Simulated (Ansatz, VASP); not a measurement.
## Two plane-wave programs on Al

```xyz
2
Lattice="2.8125 -0.0094 -0.0094 -1.4143 2.4403 -0.0034 -0.0162 -0.0162 4.8669" Properties=species:S:1:pos:R:3 pbc="T T T"
Al    1.3914    0.7950    3.6427
Al   -0.0095    1.6197    1.2113
```

Alike in both runs: task single point; functional PBEsol; k mesh 14 × 14 × 7; occupations fermi-dirac, width 0.05 eV; no spin polarisation.

|  | VASP | Ansatz |
| --- | --- | --- |
| version | VASP 6.6.1 | Ansatz 0.2.0 |
| potentials or method | VASP PAW PBE potentials, release 64 (Al), cutoff 520 eV | plane waves, PAW |
| valence electrons in the cell | 6 | 6 |

Ansatz gave:

* pressure (GPa): -1.4
* traceless stress, the component that is largest in VASP (GPa): -1.32

Estimate VASP's values.

pressure (GPa): -1.3; traceless stress, the component that is largest in VASP (GPa): -1.33.

VASP's potentials were made for PBE, not for PBEsol.
